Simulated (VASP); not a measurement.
# Ag (Fm-3m) in VASP: notebook

Runs on Ag. Level: LDA. Tasks: single point, relaxation of cell and atoms.

Everything below comes from runs of VASP 6.6.1. Logs are shortened: lines on timing, memory, paths and dates and some standing lists are left out, and cuts for length are marked.

**1. The cell of the first run**

It takes space group Fm-3m (No. 225, cubic). The conventional cell has a = 4.002 Å, b = 4.002 Å, c = 4.002 Å, α = 90.00°, β = 90.00°, γ = 90.00°. Within 3.7 Å of Ag (site symmetry m-3m) lie 12 Ag at 2.83 Å.

**2. Single point, LDA**

Input file INCAR:

```
SYSTEM = Ag
PREC = Accurate
ENCUT = 520
EDIFF = 1E-6
ISMEAR = 1
SIGMA = 0.05
LREAL = .FALSE.
LASPH = .TRUE.
NELM = 80
ALGO = Normal
ISIF = 2
LWAVE = .FALSE.
LCHARG = .TRUE.
LELF = .TRUE.
LVHAR = .TRUE.
NBANDS = 12
```

Input file KPOINTS:

```
regular mesh
0
G
  18 18 18
  0 0 0
```

Input file POSCAR:

```
Ag
1.0
    0.0000000000      2.0010040234      2.0010040234
    2.0010040234      0.0000000000      2.0010040234
    2.0010040234      2.0010040234      0.0000000000
Ag
1
Direct
    0.0000000000      0.0000000000      0.0000000000
```

Potentials or basis: VASP PAW LDA potentials, release 64 (Ag).

Command:

```
> cat potpaw_LDA.64/Ag/POTCAR > POTCAR
> mpirun -np 1 vasp_std > vasp.out
```

OUTCAR:

```text
SYSTEM = Ag
   PREC = Accurate
   ENCUT = 520
   EDIFF = 1E-6
   ISMEAR = 1
   LREAL = .FALSE.
   LASPH = .TRUE.
   NELM = 80
   ISIF = 2

 ion  position               nearest neighbor table
   1  0.000  0.000  0.000-

  LATTYP: Found a face centered cubic cell.
 ALAT       =     4.0020080468

  Lattice vectors:

 A1 = (   0.0000000000,   2.0010040234,   2.0010040234)
 A2 = (   2.0010040234,   0.0000000000,   2.0010040234)
 A3 = (   2.0010040234,   2.0010040234,   0.0000000000)

Analysis of symmetry for initial positions (statically):
=====================================================================
 Subroutine PRICEL returns:
 Original cell was already a primitive cell.

 Routine SETGRP: Setting up the symmetry group for a
 face centered cubic supercell.

 Subroutine GETGRP returns: Found 48 space group operations
 (whereof 48 operations were pure point group operations)
 out of a pool of 48 trial point group operations.

The static configuration has the point symmetry O_h .

Analysis of symmetry for dynamics (positions and initial velocities):
=====================================================================
 Subroutine PRICEL returns:
 Original cell was already a primitive cell.

 Routine SETGRP: Setting up the symmetry group for a
 face centered cubic supercell.

 Subroutine GETGRP returns: Found 48 space group operations
 (whereof 48 operations were pure point group operations)
 out of a pool of 48 trial point group operations.

The dynamic configuration has the point symmetry O_h .

 Subroutine INISYM returns: Found 48 space group operations
 (whereof 48 operations are pure point group operations),
 and found     1 'primitive' translations

----------------------------------------------------------------------------------------

                                     Primitive cell

  volume of cell :      16.0241

  direct lattice vectors                    reciprocal lattice vectors
     0.000000000  2.001004023  2.001004023    -0.249874560  0.249874560  0.249874560
     2.001004023  0.000000000  2.001004023     0.249874560 -0.249874560  0.249874560
     2.001004023  2.001004023  0.000000000     0.249874560  0.249874560 -0.249874560

  length of vectors
     2.829847028  2.829847028  2.829847028     0.432795434  0.432795434  0.432795434

  position of ions in fractional coordinates (direct lattice)
     0.000000000  0.000000000  0.000000000

  ion indices of the primitive-cell ions
   primitive index   ion index
                 1           1

[... 82 lines left out ...]
   NELECT =      11.0000    total number of electrons
   NUPDOWN=      -1.0000    fix difference up-down
   EMIN   =  10.00;   EMAX   =-10.00  energy-range for DOS
   EFERMI =   0.00;   METHOD = LEGACY
   ISMEAR =     1;   SIGMA  =   0.05  broadening in eV -4-tet -1-fermi 0-gaus
   EFERMI_NEDOS =   21; number of points for ismear=-14 and -15
   IALGO  =     38    algorithm
   IMIX   =      4    mixing-type and parameters
     AMIX     =   0.40;   BMIX     =  1.00
     AMIX_MAG =   1.60;   BMIX_MAG =  1.00
  volume/ion in A,a.u.               =      16.02       108.14
  Fermi-wavevector in a.u.,A,eV,Ry     =   1.444157  2.729061 28.376170  2.085590
  Thomas-Fermi vector in A             =   2.562484
   LORBIT       =      0    0 simple, 1 ext, 2 COOP (PROOUT), +10 PAW based schemes
   GGA     = CA    functional components
   LHFCALC =     F    Hartree Fock is set to
   AEXX    =    0.0000 exact exchange contribution
   IVDW    =     0    specifies the selected vdW correction
   LEPSILON=     F    determine dielectric tensor
   LRPA    =     F    only Hartree local field effects (RPA)
 non-spin polarized calculation
 Methfessel and Paxton  Order N= 1 SIGMA  =   0.05
  energy-cutoff  :      520.00
  volume of cell :       16.02
 maximum number of plane-waves:       444
 NGX is ok and might be reduce to    24
   NGX = 11   NGY = 11   NGZ = 11

 number of electron      11.0000002 magnetization

 Free energy of the ion-electron system (eV)
  ---------------------------------------------------
  ext. energy  EPLUGINS =         0.00000000
  ---------------------------------------------------
  free energy    TOTEN  =        -3.78412479 eV

  energy without entropy =       -3.78398369  energy(sigma->0) =       -3.78407776

 E-fermi :   8.9977     XC(G=0): -12.9519

 val. band max:        8.9922498811   @ k =   0.5000   0.2778   0.1111
 cond. band min:       9.1845406411   @ k =   0.5000   0.1111   0.0000
 fundamental gap:      0.1922907599
 Fermi energy:         8.9976570186

 k-point     1 :       0.0000    0.0000    0.0000
  band No.  band energies     occupation
      1       0.7547      2.00000
      2       4.0436      2.00000
      3       4.0436      2.00000
      4       4.0436      2.00000
      5       5.2200      2.00000
      6       5.2200      2.00000
      7      25.1872      0.00000
      8      29.0638      0.00000
      9      29.0638      0.00000
     10      29.0638      0.00000
     11      34.2416      0.00000
     12      35.6632      0.00000
[... 331 lines left out ...]
 k-point    24 :      -0.2222    0.0556    0.0000
  band No.  band energies     occupation
      1       2.2570      2.00000
      2       4.0165      2.00000
      3       4.3188      2.00000
      4       4.3254      2.00000
      5       5.1590      2.00000
      6       5.5641      2.00000
      7      21.0763      0.00000
      8      25.6217      0.00000
      9      28.2623      0.00000
     10      31.0187      0.00000
     11      31.3636      0.00000
     12      32.4922      0.00000

 [... further k-points ...]

------------------------ aborting loop because EDIFF is reached ----------------------------------------

  FORCE on cell =-STRESS in cart. coord.  units (eV):
  Direction    XX          YY          ZZ          XY          YZ          ZX
  --------------------------------------------------------------------------------------
  -------------------------------------------------------------------------------------
  Total        0.0112239      0.0112239      0.0112239     -0.0000000      0.0000000      0.0000000
  in kB        1.1222237      1.1222237      1.1222237     -0.0000000      0.0000000      0.0000000
  external PRESSURE =       1.1222237 kB  Pullay stress =       0.0000000 kB

 VOLUME and BASIS-vectors are now :
 -----------------------------------------------------------------------------
  energy-cutoff  :      520.00
  volume of cell :       16.02
      direct lattice vectors                 reciprocal lattice vectors
     0.000000000  2.001004023  2.001004023    -0.249874560  0.249874560  0.249874560
     2.001004023  0.000000000  2.001004023     0.249874560 -0.249874560  0.249874560
     2.001004023  2.001004023  0.000000000     0.249874560  0.249874560 -0.249874560

 POSITION                                       TOTAL-FORCE (eV/Angst)
 -----------------------------------------------------------------------------------
      0.00000      0.00000      0.00000         0.000000      0.000000      0.000000
 -----------------------------------------------------------------------------------
    total drift:                                0.000000      0.000000     -0.000000

  FREE ENERGIE OF THE ION-ELECTRON SYSTEM (eV)
  ---------------------------------------------------
  free  energy   TOTEN  =        -3.7841247946 eV

  energy  without entropy=       -3.7839836867  energy(sigma->0) =       -3.78407776
```

OSZICAR:

```text
N       E                     dE             d eps       ncg     rms          rms(c)
DAV:   1     0.516427842164E+02    0.51643E+02   -0.55026E+03  4712   0.834E+02
DAV:   2    -0.327665576668E+01   -0.54919E+02   -0.52282E+02  5408   0.198E+02
DAV:   3    -0.411147646235E+01   -0.83482E+00   -0.83440E+00  5524   0.258E+01
DAV:   4    -0.411390676967E+01   -0.24303E-02   -0.24302E-02  5364   0.144E+00
DAV:   5    -0.411392522148E+01   -0.18452E-04   -0.18451E-04  5588   0.111E-01    0.648E+00
DAV:   6    -0.380251605493E+01    0.31141E+00   -0.12081E+00  5108   0.982E+00    0.396E+00
DAV:   7    -0.378923701797E+01    0.13279E-01   -0.11303E-02  5376   0.980E-01    0.216E+00
DAV:   8    -0.378411247763E+01    0.51245E-02   -0.96654E-04  5380   0.253E-01    0.903E-02
DAV:   9    -0.378412595215E+01   -0.13475E-04   -0.77970E-06  5500   0.198E-02    0.179E-02
DAV:  10    -0.378412482229E+01    0.11299E-05   -0.20452E-06  5488   0.104E-02    0.345E-03
DAV:  11    -0.378412479456E+01    0.27734E-07   -0.43125E-08  2880   0.166E-03
   1 F= -.37841248E+01 E0= -.37840778E+01  d E =-.141108E-03
```

Run time: 45 s. Hardware: 1 thread of Intel Xeon 8259CL, shared host; peak memory 0.15 GiB.

What came out:

- Free energy: -3.7841 eV
- Pressure: 0.1 GPa
- Band gap on the k mesh: zero (an odd number of electrons rules out a gap without spin polarisation)

Levels at points of the mesh, in eV from the Fermi level:
| k point | band 4 | band 5 | band 6 | band 7 | band 8 | band 9 |
| --- | --- | --- | --- | --- | --- | --- |
| (0.00, 0.00, 0.00) | -4.95 | -3.78 | -3.78 | 16.19 | 20.07 | 20.07 |
| (0.50, 0.00, 0.00) | -2.88 | -2.88 | -0.55 | 3.99 | 15.45 | 18.42 |
| (0.50, 0.50, 0.00) | -2.65 | -2.65 | 1.54 | 7.27 | 10.93 | 10.93 |

**3. Relaxation of cell and atoms, LDA**

This run uses another cell than the first one, of 17.05 Å³/atom.

Input file INCAR:

```
SYSTEM = Ag
  PREC = Accurate
  ENCUT = 600
  EDIFF = 1E-6
  ISMEAR = 1
  SIGMA = 0.05
  LREAL = .FALSE.
  LASPH = .TRUE.
  NELM = 60
  ALGO = Normal
  ISIF = 3
  LWAVE = .FALSE.
  LCHARG = .FALSE.
  GGA = CA
  IBRION = 2
  NSW = 80
  EDIFFG = -0.03
```

Input file KPOINTS:

```
Automatic mesh
0
G
  18 18 18
  0 0 0
```

Input file POSCAR:

```
Ag
1.0
    0.0000000000      2.0427500000      2.0427500000
    2.0427500000      0.0000000000      2.0427500000
    2.0427500000      2.0427500000      0.0000000000
Ag
1
Direct
    0.0000000000      0.0000000000      0.0000000000
```

Potentials or basis: VASP PAW LDA potentials, release 64 (Ag).

Command:

```
> cat potpaw_LDA.64/Ag/POTCAR > POTCAR
> mpirun -np 1 vasp_std > vasp.out
```

Run time: 68 s. Hardware: 1 thread of Intel Xeon 8259CL, shared host; peak memory 0.17 GiB.

It converged, with:

```
Free energy                           : -3.7844 eV
Relaxed volume                        : 16.05 Å³/atom
Relaxed cell                          : a = 2.831 Å, b = 2.831 Å, c = 2.831 Å, α = 60.00°, β = 60.00°, γ = 60.00°
Space group after relaxing (to 0.1 Å) : Fm-3m (No. 225)
Energy gained by relaxing             : 24.0 meV/atom
Ionic steps                           : 3
Pressure after relaxing               : -0.1 GPa
Band gap on the k mesh                : zero (an odd number of electrons rules out a gap without spin polarisation)
```

Step by step:
| step | energy change (eV) | largest force (eV/Å) | pressure (GPa) | volume (Å³) |
| --- | --- | --- | --- | --- |
| 1 | 0.0000 | 0.0000 | -7.14 | 17.05 |
| 2 | -0.0047 | 0.0000 | 8.21 | 15.24 |
| 3 | -0.0240 | 0.0000 | -0.06 | 16.05 |

Final structure:
```
CELL_PARAMETERS angstrom
0.00000 2.00196 2.00196
2.00196 0.00000 2.00196
2.00196 2.00196 0.00000
ATOMIC_POSITIONS crystal
Ag 0.00000 0.00000 0.00000
```

Levels at points of the mesh, in eV from the Fermi level:
```csv
k point,band 3,band 4,band 5,band 6,band 7,band 8,band 9
"(0.00, 0.00, 0.00)",-4.95,-4.95,-3.77,-3.77,16.19,20.06,20.06
"(0.50, 0.00, 0.00)",-4.97,-2.88,-2.88,-0.55,3.98,15.45,18.40
"(0.50, 0.50, 0.00)",-2.91,-2.65,-2.65,1.54,7.26,10.92,10.92
```

LDA usually gives volumes a few per cent too small. Zero-point motion and thermal expansion aren't in these numbers.

The gap in the log of VASP goes by the Fermi energy; the results here count the filled bands.